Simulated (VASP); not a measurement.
# Hf2ZrC3 (I4/mmm) in VASP: notebook

Runs on Hf2ZrC3. Level: PBE. Tasks: single point.

Program: VASP 6.6.1. These are calculated values, not measurements. Logs are shortened: lines on timing, memory, paths and dates and some standing lists are left out, and cuts for length are marked.

**1. The cell of the first run**

The structure is tetragonal, space group I4/mmm (No. 139). Conventional cell: a = 3.302 Å, b = 3.302 Å, c = 14.013 Å, α = 90.00°, β = 90.00°, γ = 90.00°. Within 3.1 Å of Zr (site symmetry 4/mmm) lie 6 C at 2.34 to 2.35 Å. Within 3.1 Å of Hf (site symmetry 4mm) lie 6 C at 2.32 to 2.34 Å. C (site symmetry 4mm) has 5 Hf at 2.32 to 2.34 Å and 1 Zr at 2.35 Å within 3.1 Å. Within 3.1 Å of C (site symmetry 4/mmm) lie 4 Zr at 2.34 Å and 2 Hf at 2.34 Å.

**2. Single point, PBE**

Input file INCAR:

```
SYSTEM = Hf2ZrC3
PREC = Accurate
ENCUT = 520
EDIFF = 1E-6
ISMEAR = 0
SIGMA = 0.1
LREAL = .False.
LASPH = .True.
NELM = 80
ALGO = Normal
ISIF = 2
LWAVE = .False.
LCHARG = .False.
GGA = PE
NBANDS = 31
```

Input file KPOINTS:

```
regular mesh
0
Gamma
  14 14 14
  0 0 0
```

Input file POSCAR:

```
Hf2ZrC3
1.0
   -1.6511669724      1.6511669724      7.0066282433
    1.6511669724     -1.6511669724      7.0066282433
    1.6511669724      1.6511669724     -7.0066282433
Zr Hf C
1 2 3
Direct
    0.0000000000      0.0000000000      0.0000000000
    0.6670067344      0.6670067344      0.0000000000
    0.3329932656      0.3329932656      0.0000000000
    0.8324477053      0.8324477053      0.0000000000
    0.1675522947      0.1675522947      0.0000000000
    0.5000000000      0.5000000000      0.0000000000
```

Potentials or basis: VASP PAW PBE potentials, release 64 (Zr_sv, Hf_pv, C).

Launch:

```bash
cat potpaw_PBE.64/Zr_sv/POTCAR potpaw_PBE.64/Hf_pv/POTCAR potpaw_PBE.64/C/POTCAR > POTCAR
mpirun -np 1 vasp_std > vasp.out
```

OUTCAR:

```text
SYSTEM = Hf2ZrC3
   PREC = Accurate
   ENCUT = 520
   EDIFF = 1E-6
   ISMEAR = 0
   LREAL = .False.
   LASPH = .True.
   NELM = 80
   ISIF = 2
   GGA = PE

 ion  position               nearest neighbor table
   1  0.000  0.000  0.000-   6 2.34   6 2.34   6 2.34   6 2.34   5 2.35   4 2.35   2 3.31   2 3.31
                             3 3.31   3 3.31   3 3.31   2 3.31   3 3.31   2 3.31
   2  0.667  0.667  0.000-   4 2.32   5 2.34   5 2.34   5 2.34   5 2.34   6 2.34   3 3.30   3 3.30
                             3 3.30   3 3.30   1 3.31   1 3.31   1 3.31   1 3.31
   3  0.333  0.333  0.000-   5 2.32   4 2.34   4 2.34   4 2.34   4 2.34   6 2.34   2 3.30   2 3.30
                             2 3.30   2 3.30   1 3.31   1 3.31   1 3.31   1 3.31
   4  0.832  0.832  0.000-   2 2.32   3 2.34   3 2.34   3 2.34   3 2.34   1 2.35
   5  0.168  0.168  0.000-   3 2.32   2 2.34   2 2.34   2 2.34   2 2.34   1 2.35
   6  0.500  0.500  0.000-   1 2.34   1 2.34   1 2.34   1 2.34   3 2.34   2 2.34

  LATTYP: Found a body centered tetragonal cell.
 ALAT       =     3.3023339448
 C/A-ratio  =     4.2434401611

  Lattice vectors:

 A1 = (  -1.6511669724,   1.6511669724,   7.0066282433)
 A2 = (   1.6511669724,  -1.6511669724,   7.0066282433)
 A3 = (   1.6511669724,   1.6511669724,  -7.0066282433)

Analysis of symmetry for initial positions (statically):
=====================================================================
 Subroutine PRICEL returns:
 Original cell was already a primitive cell.

 Routine SETGRP: Setting up the symmetry group for a
 body centered tetragonal supercell.

 Subroutine GETGRP returns: Found 16 space group operations
 (whereof 16 operations were pure point group operations)
 out of a pool of 16 trial point group operations.

The static configuration has the point symmetry D_4h.

Analysis of symmetry for dynamics (positions and initial velocities):
=====================================================================
 Subroutine PRICEL returns:
 Original cell was already a primitive cell.

 Routine SETGRP: Setting up the symmetry group for a
 body centered tetragonal supercell.

 Subroutine GETGRP returns: Found 16 space group operations
 (whereof 16 operations were pure point group operations)
 out of a pool of 16 trial point group operations.

The dynamic configuration has the point symmetry D_4h.

 Subroutine INISYM returns: Found 16 space group operations
 (whereof 16 operations are pure point group operations),
 and found     1 'primitive' translations

----------------------------------------------------------------------------------------

                                     Primitive cell

[... 99 lines left out ...]
   LREAL  =      F    real-space projection
   EDIFFG = 0.1E-04   stopping-criterion for IOM
   NSW    =      0    number of steps for IOM
   IBRION =     -1    ionic relax: 0-MD 1-quasi-New 2-CG
   NFREE  =      0    steps in history (QN), initial steepest desc. (CG)
   ISIF   =      2    stress and relaxation
   ISYM   =      2    0-nonsym 1-usesym 2-fastsym
   POTIM  = 0.5000    time-step for ionic-motion
   TEBEG  =    0.0;   TEEND  =   0.0 temperature during run
   PSTRESS=    0.0 pullay stress
   NELECT =      44.0000    total number of electrons
   NUPDOWN=      -1.0000    fix difference up-down
   EMIN   =  10.00;   EMAX   =-10.00  energy-range for DOS
   EFERMI =   0.00;   METHOD = LEGACY
   ISMEAR =     0;   SIGMA  =   0.10  broadening in eV -4-tet -1-fermi 0-gaus
   EFERMI_NEDOS =   21; number of points for ismear=-14 and -15
   IALGO  =     38    algorithm
   IMIX   =      4    mixing-type and parameters
     AMIX     =   0.40;   BMIX     =  1.00
     AMIX_MAG =   1.60;   BMIX_MAG =  1.00
  volume/ion in A,a.u.               =      12.74        85.94
  Fermi-wavevector in a.u.,A,eV,Ry     =   1.361995  2.573797 25.239204  1.855029
  Thomas-Fermi vector in A             =   2.488523
   LORBIT       =      0    0 simple, 1 ext, 2 COOP (PROOUT), +10 PAW based schemes
   GGA     = PE    functional components
   LHFCALC =     F    Hartree Fock is set to
   AEXX    =    0.0000 exact exchange contribution
   IVDW    =     0    specifies the selected vdW correction
   LEPSILON=     F    determine dielectric tensor
   LRPA    =     F    only Hartree local field effects (RPA)
 non-spin polarized calculation
 Gauss-broadening in eV      SIGMA  =   0.10
  energy-cutoff  :      520.00
  volume of cell :       76.41
 maximum number of plane-waves:      2087
   NGX = 27   NGY = 27   NGZ = 27

 number of electron      44.0000002 magnetization

 Free energy of the ion-electron system (eV)
  ---------------------------------------------------
  ext. energy  EPLUGINS =         0.00000000
  ---------------------------------------------------
  free energy    TOTEN  =       -61.53685883 eV

  energy without entropy =      -61.53204983  energy(sigma->0) =      -61.53445433

 E-fermi :   7.1710     XC(G=0): -12.2228

 val. band max:        7.1704116980   @ k =   0.0714   0.0000  -0.0000
 cond. band min:       7.1731721370   @ k =  -0.2143  -0.2857   0.2143
 fundamental gap:      0.0027604391
 Fermi energy:         7.1709582853

 k-point     1 :       0.0000    0.0000    0.0000
  band No.  band energies     occupation
      1     -40.8526      2.00000
      2     -22.8561      2.00000
      3     -22.5891      2.00000
      4     -22.5891      2.00000
      5     -22.5768      2.00000
      6     -22.4774      2.00000
[... 805 lines left out ...]
     30      12.5348      0.00000
     31      12.9222      0.00000

 [... further k-points ...]
[... 5 lines left out ...]
  --------------------------------------------------------------------------------------
  -------------------------------------------------------------------------------------
  Total       -0.1740214     -0.1740214     -0.1646369      0.0000000     -0.0000000      0.0000000
  in kB       -3.6489020     -3.6489020     -3.4521270      0.0000000     -0.0000000      0.0000000
  external PRESSURE =      -3.5833103 kB  Pullay stress =       0.0000000 kB

 VOLUME and BASIS-vectors are now :
 -----------------------------------------------------------------------------
  energy-cutoff  :      520.00
  volume of cell :       76.41
      direct lattice vectors                 reciprocal lattice vectors
    -1.651166972  1.651166972  7.006628243     0.000000000  0.302816135  0.071361000
     1.651166972 -1.651166972  7.006628243     0.302816135  0.000000000  0.071361000
     1.651166972  1.651166972 -7.006628243     0.302816135  0.302816135  0.000000000

 POSITION                                       TOTAL-FORCE (eV/Angst)
 -----------------------------------------------------------------------------------
      0.00000      0.00000      0.00000        -0.000000     -0.000000     -0.000000
      0.00000      0.00000      9.34694         0.000000      0.000000      0.020899
      0.00000      0.00000      4.66632        -0.000000     -0.000000     -0.020899
      0.00000      0.00000     11.66530         0.000000      0.000000     -0.018248
      0.00000      0.00000      2.34795         0.000000      0.000000      0.018248
      0.00000      0.00000      7.00663        -0.000000     -0.000000      0.000000
 -----------------------------------------------------------------------------------
    total drift:                                0.000000     -0.000000     -0.000000

  FREE ENERGIE OF THE ION-ELECTRON SYSTEM (eV)
  ---------------------------------------------------
  free  energy   TOTEN  =       -61.5368588334 eV

  energy  without entropy=      -61.5320498318  energy(sigma->0) =      -61.53445433
```

stdout:

```text
POSCAR found type information on POSCAR ZrHfC
 POSCAR found :  3 types and       6 ions
 scaLAPACK will be used
 LDA part: xc-table for (Slater+PW92), standard interpolation
 POSCAR, INCAR and KPOINTS ok, starting setup
 FFT: planning ... GRIDC
 FFT: planning ... GRID_SOFT
 FFT: planning ... GRID
 WAVECAR not read
 entering main loop
```

Run time: 23 min. Hardware: 1 thread of AMD EPYC 9R45 (Zen 5), shared host; peak memory 0.79 GiB.

Results:

* Free energy: -61.5369 eV
* Pressure: -0.4 GPa
* Largest force: 0.021 eV/Å
* Band gap on the k mesh: zero (band 22 reaches 8.15 eV, above the bottom of band 23 at 6.79 eV)

Forces on the atoms (eV/Å):
```
Zr   0.000  0.000  0.000
Hf   0.000  0.000  0.021
Hf   0.000  0.000 -0.021
C    0.000  0.000 -0.018
C    0.000  0.000  0.018
C    0.000  0.000  0.000
```

Levels at points of the mesh, in eV from the Fermi level:
| k point | band 20 | band 21 | band 22 | band 23 | band 24 | band 25 |
| --- | --- | --- | --- | --- | --- | --- |
| (0.00, 0.00, 0.00) | -0.26 | -0.26 | 0.98 | 0.98 | 0.98 | 1.29 |
| (0.50, 0.00, 0.00) | -2.65 | -2.56 | -2.39 | 3.63 | 4.03 | 4.08 |
| (0.50, 0.50, 0.00) | -2.18 | -1.75 | -0.04 | -0.03 | 1.87 | 2.03 |
| (0.50, 0.50, 0.50) | -0.24 | -0.24 | -0.02 | -0.02 | 0.17 | 0.37 |

Caveat: spin-orbit coupling is left out, which moves the levels of the heavy elements.

**3. Single point, PBE, collinear spin, ferromagnetic start**

Input file INCAR:

```
ALGO = Normal ; EDIFF = 1E-6
ENCUT = 520 ; GGA = PE
ISIF = 2 ; ISMEAR = 0
ISPIN = 2 ; LASPH = True
LCHARG = False ; LMAXMIX = 4
LORBIT = 11 ; LREAL = False
LWAVE = False ; MAGMOM = 1 0 0 0 0 0
NBANDS = 35 ; NELM = 150
PREC = Accurate ; SIGMA = 0.1
```

Input file KPOINTS:

```
k-points
0
Gamma
  8 8 8
```

Input file POSCAR:

```
Hf2ZrC3
1.0
   -1.6514218620      1.6514218620      7.0079652137
    1.6514218620     -1.6514218620      7.0079652137
    1.6514218620      1.6514218620     -7.0079652137
Zr Hf C
1 2 3
Direct
    0.0000000000      0.0000000000      0.0000000000
    0.6669833738      0.6669833738      0.0000000000
    0.3330166262      0.3330166262      0.0000000000
    0.8323582747      0.8323582747      0.0000000000
    0.1676417253      0.1676417253      0.0000000000
    0.5000000000      0.5000000000      0.0000000000
```

Potentials or basis: VASP PAW PBE potentials, release 64 (Zr_sv, Hf_pv, C).

Launch:

```bash
cat potpaw_PBE.64/Zr_sv/POTCAR potpaw_PBE.64/Hf_pv/POTCAR potpaw_PBE.64/C/POTCAR > POTCAR
mpirun -np 1 vasp_std > vasp.out
```

Wall time 17 min (1 thread of Oxide Virtual Turin-like, shared host); peak memory 0.66 GiB.

It converged, with:

```
Free energy                                           : -61.5345 eV
Pressure                                              : -0.5 GPa
Largest force                                         : 0.037 eV/Å
Band gap on the k mesh                                : zero (filled and empty bands overlap)
Net moment                                            : 0.00 μB per cell
Valence electrons inside the program's atomic spheres : Zr 9.86; Hf 8.56; C 2.38, 2.37
```

Forces in eV/Å, atoms in the order of the input:
```
Zr   0.000  0.000  0.000
Hf   0.000  0.000  0.037
Hf   0.000  0.000 -0.037
C    0.000  0.000  0.001
C    0.000  0.000 -0.001
C    0.000  0.000  0.000
```

Stress tensor (GPa, compression positive):
```
-0.33  0.00  0.00
 0.00 -0.33  0.00
 0.00  0.00 -0.77
```

Levels at points of the mesh, in eV from the Fermi level:
Spin up:
```
           k point  band 19  band 20  band 21  band 22  band 23  band 24  band 25  band 26
(0.00, 0.00, 0.00)    -0.36    -0.24    -0.24     1.00     1.00     1.00     1.30     1.30
(0.50, 0.00, 0.00)    -2.68    -2.62    -2.54    -2.37     3.64     4.05     4.09     4.21
(0.50, 0.50, 0.00)    -2.17    -2.16    -1.73    -0.02    -0.01     1.88     2.05     4.87
(0.50, 0.50, 0.50)    -0.22    -0.22    -0.22     0.00     0.00     0.18     0.38     3.35
```
Spin down:
```csv
k point,band 19,band 20,band 21,band 22,band 23,band 24,band 25,band 26
"(0.00, 0.00, 0.00)",-0.36,-0.24,-0.24,1.00,1.00,1.00,1.30,1.30
"(0.50, 0.00, 0.00)",-2.68,-2.62,-2.54,-2.37,3.64,4.05,4.09,4.21
"(0.50, 0.50, 0.00)",-2.17,-2.16,-1.73,-0.02,-0.01,1.88,2.05,4.87
"(0.50, 0.50, 0.50)",-0.22,-0.22,-0.22,0.00,0.00,0.18,0.38,3.35
```

Caveat: spin-orbit coupling is left out, which moves the levels of the heavy elements.
